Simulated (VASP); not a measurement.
# Ca7Tl3I2 (Cmmm) in VASP: single point with PBE

Aim: the single point of Ca7Tl3I2 with PBE.

All numbers are computed with VASP 6.6.1; they aren't measurements. Logs are shortened: lines on timing, memory, paths and dates and some standing lists are left out, and cuts for length are marked.

## (1) The cell of the first run

Symmetry: Cmmm, No. 65, orthorhombic system. Conventional cell: a = 5.282 Å, b = 26.691 Å, c = 5.261 Å, α = 90.00°, β = 90.00°, γ = 90.00°. Ca (site symmetry mmm) has 2 I at 2.74 Å and 4 Tl at 3.73 Å and 8 Ca at 3.74 to 3.75 Å within 3.8 Å. Within 3.5 Å of Ca (site symmetry m2m) lie 2 I at 2.64 Å. Ca (site symmetry m2m) has 1 I at 2.55 Å within 3.4 Å. Ca (site symmetry m2m) has 2 I at 2.63 Å within 3.5 Å. I (site symmetry m2m) has 6 Ca at 2.55 to 2.74 Å within 3.4 Å. Within 4.7 Å of Tl (site symmetry m2m) lie 2 Tl at 3.51 Å and 10 Ca at 3.65 to 3.89 Å and 4 I at 4.65 Å. Within 4.9 Å of Tl (site symmetry mmm) lie 12 Ca at 3.73 to 3.75 Å and 8 I at 4.63 Å.

## (2) Single point, PBE

INCAR

```
SYSTEM = Ca7Tl3I2
PREC = Accurate ; ENCUT = 520
EDIFF = 1E-7 ; ISMEAR = -1
SIGMA = 0.1 ; LREAL = .FALSE.
LASPH = .TRUE. ; NELM = 60
ALGO = Normal ; ISIF = 2
LWAVE = .FALSE. ; LCHARG = .FALSE.
GGA = PE ; NBANDS = 74
KPAR = 2
```

KPOINTS

```
Automatic mesh
0
G
  6 6 6
  0 0 0
```

POSCAR

```
Ca7Tl3I2
1.0
    5.2821010000      0.0000000000      0.0000000000
    2.6410500000    -13.3455510000      0.0000000000
    0.0000000000      0.0000000000     -5.2605410000
Ca I Tl
7 2 3
Direct
    0.0000000000      0.0000000000      0.0000000000
    0.4000400000      0.1999200000      0.0000000000
    0.5999600000      0.8000800000      0.0000000000
    0.1982000000      0.6036000000      0.0000000000
    0.8018000000      0.3964000000      0.0000000000
    0.0998000000      0.8004000000      0.5000000000
    0.9002000000      0.1996000000      0.5000000000
    0.1027000000      0.7946000000      0.0000000000
    0.8973000000      0.2054000000      0.0000000000
    0.2931700000      0.4136600000      0.5000000000
    0.7068300000      0.5863400000      0.5000000000
    0.5000000000      0.0000000000      0.5000000000
```

Potentials or basis: VASP PAW PBE potentials, release 64 (Ca_sv, I, Tl_d).

Launch:

```sh
$ cat potpaw_PBE.64/Ca_sv/POTCAR potpaw_PBE.64/I/POTCAR potpaw_PBE.64/Tl_d/POTCAR > POTCAR
$ mpirun -np 2 vasp_std > vasp.out
```

OUTCAR:

```text
SYSTEM = Ca7Tl3I2
   PREC = Accurate
   ENCUT = 520
   EDIFF = 1E-7
   ISMEAR = -1
   LREAL = .FALSE.
   LASPH = .TRUE.
   NELM = 60
   ISIF = 2
   GGA = PE

 ion  position               nearest neighbor table
   1  0.000  0.000  0.000-   8 2.74   9 2.74
   2  0.400  0.200  0.000-   9 2.64   9 2.64
   3  0.600  0.800  0.000-   8 2.64   8 2.64
   4  0.198  0.604  0.000-   8 2.55  10 3.65  10 3.65
   5  0.802  0.396  0.000-   9 2.55  11 3.65  11 3.65
   6  0.100  0.800  0.500-   8 2.63   8 2.63
   7  0.900  0.200  0.500-   9 2.63   9 2.63
   8  0.103  0.795  0.000-   4 2.55   6 2.63   6 2.63   3 2.64   3 2.64   1 2.74
   9  0.897  0.205  0.000-   5 2.55   7 2.63   7 2.63   2 2.64   2 2.64   1 2.74
  10  0.293  0.414  0.500-  11 3.51  11 3.51   4 3.65   4 3.65
  11  0.707  0.586  0.500-  10 3.51  10 3.51   5 3.65   5 3.65
  12  0.500  0.000  0.500-

  LATTYP: Found a base centered orthorhombic cell.
 ALAT       =     5.2821010000
 B/A-ratio  =     5.0531222330
 C/A-ratio  =     0.9959182908

  Lattice vectors:

 A1 = (   2.6410510000,  13.3455510000,   0.0000000000)
 A2 = (   2.6410500000, -13.3455510000,   0.0000000000)
 A3 = (   0.0000000000,   0.0000000000,  -5.2605410000)

Analysis of symmetry for initial positions (statically):
=====================================================================
 Subroutine PRICEL returns:
 Original cell was already a primitive cell.

 Routine SETGRP: Setting up the symmetry group for a
 base centered orthorhombic supercell.

 Subroutine GETGRP returns: Found  8 space group operations
 (whereof  8 operations were pure point group operations)
 out of a pool of  8 trial point group operations.

The static configuration has the point symmetry D_2h.

Analysis of symmetry for dynamics (positions and initial velocities):
=====================================================================
 Subroutine PRICEL returns:
 Original cell was already a primitive cell.

 Routine SETGRP: Setting up the symmetry group for a
 base centered orthorhombic supercell.

 Subroutine GETGRP returns: Found  8 space group operations
 (whereof  8 operations were pure point group operations)
 out of a pool of  8 trial point group operations.

The dynamic configuration has the point symmetry D_2h.

 Subroutine INISYM returns: Found  8 space group operations
 (whereof  8 operations are pure point group operations),
 and found     1 'primitive' translations

----------------------------------------------------------------------------------------

                                     Primitive cell

  volume of cell :     370.8289

  direct lattice vectors                    reciprocal lattice vectors
     5.282101000  0.000000000  0.000000000     0.189318606  0.037465662  0.000000000
     2.641050000-13.345551000  0.000000000     0.000000000 -0.074931339  0.000000000
     0.000000000  0.000000000 -5.260541000     0.000000000  0.000000000 -0.190094517

  length of vectors
     5.282101000 13.604369761  5.260541000     0.192990183  0.074931339  0.190094517

  position of ions in fractional coordinates (direct lattice)
     0.000000000  0.000000000  0.000000000
     0.400040000  0.199920000  0.000000000
     0.599960000  0.800080000  0.000000000
     0.198200000  0.603600000  0.000000000
     0.801800000  0.396400000  0.000000000
     0.099800000  0.800400000  0.500000000
     0.900200000  0.199600000  0.500000000
     0.102700000  0.794600000  0.000000000
     0.897300000  0.205400000  0.000000000
     0.293170000  0.413660000  0.500000000
     0.706830000  0.586340000  0.500000000
     0.500000000  0.000000000  0.500000000

  ion indices of the primitive-cell ions
   primitive index   ion index
                 1           1
                 2           2
                 3           3
                 4           4
                 5           5
                 6           6
                 7           7
                 8           8
                 9           9
                10          10
                11          11
                12          12

----------------------------------------------------------------------------------------

 KPOINTS: Automatic mesh

Automatic generation of k-mesh.
 Grid dimensions read from file:
 generate k-points for:    6    6    6

 Generating k-lattice:

  Cartesian coordinates                     Fractional coordinates (reciprocal lattice)
     0.031553101  0.006244277  0.000000000     0.166666667 -0.000000000  0.000000000
     0.000000000 -0.012488556  0.000000000     0.000000000  0.166666667  0.000000000
     0.000000000  0.000000000 -0.031682419     0.000000000  0.000000000  0.166666667

  Length of vectors
     0.032165030  0.012488556  0.031682419

  Shift w.r.t. Gamma in fractional coordinates (k-lattice)
     0.000000000  0.000000000  0.000000000

 Subroutine IBZKPT returns following result:
 ===========================================

 Found     52 irreducible k-points:

 Following reciprocal coordinates:
            Coordinates               Weight
  0.000000  0.000000  0.000000      1.000000
  0.166667  0.000000  0.000000      4.000000
  0.333333  0.000000  0.000000      4.000000
  0.500000  0.000000  0.000000      2.000000
  0.000000  0.166667  0.000000      2.000000
  0.333333  0.166667  0.000000      2.000000
[... 16 lines left out ...]
  0.000000  0.333333  0.166667      4.000000
 -0.333333  0.333333  0.166667      4.000000
 [... further k-points ...]
   k-points           NKPTS =     52   k-points in BZ     NKDIM =     52   number of bands    NBANDS=     74
   number of dos      NEDOS =    301   number of ions     NIONS =     12
   total plane-waves  NPLWV = 172800
   dimension x,y,z NGX =    40 NGY =  108 NGZ =   40
   dimension x,y,z NGXF=    80 NGYF=  216 NGZF=   80
   ions per type =               7   2   3
   NGX,Y,Z   is equivalent  to a cutoff of  12.59, 13.20, 12.64 a.u.
   NGXF,Y,Z  is equivalent  to a cutoff of  25.18, 26.40, 25.28 a.u.
 SYSTEM =  Ca7Tl3I2
   PREC   = accura    normal or accurate (medium, high low for compatibility)
   ISTART =      0    job   : 0-new  1-cont  2-samecut
   ICHARG =      2    charge: 1-file 2-atom 10-const
   ISPIN  =      1    spin polarized calculation?
   LNONCOLLINEAR =      F non collinear calculations
   LSORBIT =      F    spin-orbit coupling
   LASPH  =      T    aspherical Exc in radial PAW
   ENCUT  =  520.0 eV  38.22 Ry    6.18 a.u.   9.82 25.30  9.78*2*pi/ulx,y,z
   NELM   =     60;   NELMIN=  2; NELMDL= -5     # of ELM steps
   EDIFF  = 0.1E-06   stopping-criterion for ELM
   LREAL  =      F    real-space projection
   EDIFFG = 0.1E-05   stopping-criterion for IOM
   NSW    =      0    number of steps for IOM
   IBRION =     -1    ionic relax: 0-MD 1-quasi-New 2-CG
   NFREE  =      0    steps in history (QN), initial steepest desc. (CG)
   ISIF   =      2    stress and relaxation
   ISYM   =      2    0-nonsym 1-usesym 2-fastsym
   POTIM  = 0.5000    time-step for ionic-motion
   TEBEG  =    0.0;   TEEND  =   0.0 temperature during run
   PSTRESS=    0.0 pullay stress
   NELECT =     123.0000    total number of electrons
   NUPDOWN=      -1.0000    fix difference up-down
   EMIN   =  10.00;   EMAX   =-10.00  energy-range for DOS
   EFERMI =   0.00;   METHOD = LEGACY
   ISMEAR =    -1;   SIGMA  =   0.10  broadening in eV -4-tet -1-fermi 0-gaus
   EFERMI_NEDOS =   21; number of points for ismear=-14 and -15
   IALGO  =     38    algorithm
   IMIX   =      4    mixing-type and parameters
     AMIX     =   0.40;   BMIX     =  1.00
     AMIX_MAG =   1.60;   BMIX_MAG =  1.00
  volume/ion in A,a.u.               =      30.90       208.54
  Fermi-wavevector in a.u.,A,eV,Ry     =   1.133232  2.141497 17.472789  1.284214
  Thomas-Fermi vector in A             =   2.269934
   LORBIT       =      0    0 simple, 1 ext, 2 COOP (PROOUT), +10 PAW based schemes
   GGA     = PE    functional components
   LHFCALC =     F    Hartree Fock is set to
   AEXX    =    0.0000 exact exchange contribution
   IVDW    =     0    specifies the selected vdW correction
   LEPSILON=     F    determine dielectric tensor
   LRPA    =     F    only Hartree local field effects (RPA)
 non-spin polarized calculation
  energy-cutoff  :      520.00
  volume of cell :      370.83
 maximum number of plane-waves:     10036
   NGX = 19   NGY = 51   NGZ = 19

 number of electron     123.0000014 magnetization

 Free energy of the ion-electron system (eV)
  ---------------------------------------------------
  ext. energy  EPLUGINS =         0.00000000
  ---------------------------------------------------
  free energy    TOTEN  =       -21.39521406 eV

  energy without entropy =      -21.11923846  energy(sigma->0) =      -21.25722626

 E-fermi :   4.7652     XC(G=0):  -9.0275

 val. band max:        4.7647230031   @ k =   0.0000   0.1667   0.5000
 cond. band min:       4.7665419243   @ k =  -0.1667   0.3333   0.3333
 fundamental gap:      0.0018189212
 Fermi energy:         4.7652266629

 k-point     1 :       0.0000    0.0000    0.0000
  band No.  band energies     occupation
      1     -37.0085      2.00000
      2     -37.0026      2.00000
      3     -36.6998      2.00000
      4     -36.6799      2.00000
      5     -36.6730      2.00000
      6     -36.6527      2.00000
[... 65 lines left out ...]
     72       6.6139      0.00000
     73       6.8193      0.00000

 k-point     2 :       0.1667    0.0000    0.0000
  band No.  band energies     occupation
      1     -37.0081      2.00000
      2     -37.0030      2.00000
      3     -36.6987      2.00000
      4     -36.6782      2.00000
      5     -36.6724      2.00000
      6     -36.6546      2.00000
[... 1664 lines left out ...]
 k-point    24 :      -0.3333    0.3333    0.1667
  band No.  band energies     occupation
      1     -37.0068      2.00000
      2     -37.0039      2.00000
      3     -36.6957      2.00000
      4     -36.6727      2.00000
      5     -36.6702      2.00000
      6     -36.6606      2.00000
[... 65 lines left out ...]
     72       6.6966      0.00000
     73       6.8338      0.00000

 [... further k-points ...]

 [bands above 73 left out]

------------------------ aborting loop because EDIFF is reached ----------------------------------------

  FORCE on cell =-STRESS in cart. coord.  units (eV):
  Direction    XX          YY          ZZ          XY          YZ          ZX
  --------------------------------------------------------------------------------------
  -------------------------------------------------------------------------------------
  Total       21.0340086     21.5279441     22.0554936      0.0000008      0.0000000      0.0000000
  in kB       90.8780519     93.0121150     95.2914078      0.0000035      0.0000000      0.0000000
  external PRESSURE =      93.0605249 kB  Pullay stress =       0.0000000 kB

 VOLUME and BASIS-vectors are now :
 -----------------------------------------------------------------------------
  energy-cutoff  :      520.00
  volume of cell :      370.83
      direct lattice vectors                 reciprocal lattice vectors
     5.282101000  0.000000000  0.000000000     0.189318606  0.037465662  0.000000000
     2.641050000-13.345551000  0.000000000     0.000000000 -0.074931339  0.000000000
     0.000000000  0.000000000 -5.260541000     0.000000000  0.000000000 -0.190094517

 POSITION                                       TOTAL-FORCE (eV/Angst)
 -----------------------------------------------------------------------------------
      0.00000      0.00000      0.00000         0.000000      0.000000      0.000000
      2.64105     -2.66804      0.00000         0.000000      0.183828      0.000000
      5.28210    -10.67751      0.00000        -0.000000     -0.183828      0.000000
      2.64105     -8.05537      0.00000         0.000000      4.506382      0.000000
      5.28210     -5.29018      0.00000        -0.000000     -4.506382      0.000000
      2.64105    -10.68178     -2.63027        -0.000000     -0.252849      0.000000
      5.28210     -2.66377     -2.63027         0.000000      0.252849     -0.000000
      2.64105    -10.60437      0.00000        -0.000000     -1.826394      0.000000
      5.28210     -2.74118      0.00000         0.000000      1.826394      0.000000
      2.64105     -5.52052     -2.63027         0.000000      0.407927      0.000000
      5.28210     -7.82503     -2.63027        -0.000000     -0.407927      0.000000
      2.64105      0.00000     -2.63027        -0.000000      0.000000      0.000000
 -----------------------------------------------------------------------------------
    total drift:                               -0.000000     -0.000000      0.000000

  FREE ENERGIE OF THE ION-ELECTRON SYSTEM (eV)
  ---------------------------------------------------
  free  energy   TOTEN  =       -21.3952140552 eV

  energy  without entropy=      -21.1192384584  energy(sigma->0) =      -21.25722626
```

Run time: 16 min. Hardware: 2 MPI ranks of Intel Xeon Platinum 8488C (Sapphire Rapids), shared host; peak memory 1.2 GiB.

Results:

```yaml
Free_energy: -21.3952 eV
Pressure: 9.3 GPa
Largest_force: 4.506 eV/Å
Band_gap_on_the_k_mesh: zero (an odd number of electrons rules out a gap without spin polarisation)
```

Forces on the atoms (eV/Å):
```
Ca   0.000  0.000  0.000
Ca   0.000  0.184  0.000
Ca   0.000 -0.184  0.000
Ca   0.000  4.506  0.000
Ca   0.000 -4.506  0.000
Ca   0.000 -0.253  0.000
Ca   0.000  0.253  0.000
I    0.000 -1.826  0.000
I    0.000  1.826  0.000
Tl   0.000  0.408  0.000
Tl   0.000 -0.408  0.000
Tl   0.000  0.000  0.000
```

Levels at points of the mesh, in eV from the Fermi level:
| k point | band 59 | band 60 | band 61 | band 62 | band 63 | band 64 |
| --- | --- | --- | --- | --- | --- | --- |
| (0.00, 0.00, 0.00) | -0.38 | -0.32 | -0.27 | -0.21 | 0.21 | 0.24 |
| (0.50, 0.00, 0.00) | -0.33 | -0.14 | -0.03 | 0.22 | 0.23 | 0.31 |
| (0.00, 0.50, 0.00) | -0.28 | -0.27 | -0.26 | -0.20 | 0.18 | 0.25 |
| (0.00, 0.00, 0.50) | -0.72 | -0.51 | -0.24 | -0.01 | 0.37 | 0.37 |
| (0.50, 0.00, 0.50) | -1.00 | -0.99 | -0.44 | 0.30 | 0.51 | 0.67 |
| (0.00, 0.50, 0.50) | -0.56 | -0.54 | -0.04 | 0.03 | 0.23 | 0.32 |

Caveat: the cell stands under pressure; spin-orbit coupling is left out, which moves the levels of the heavy elements; forces of over 1 eV/Å act on the atoms, so gaps and moduli don't describe the material at rest.
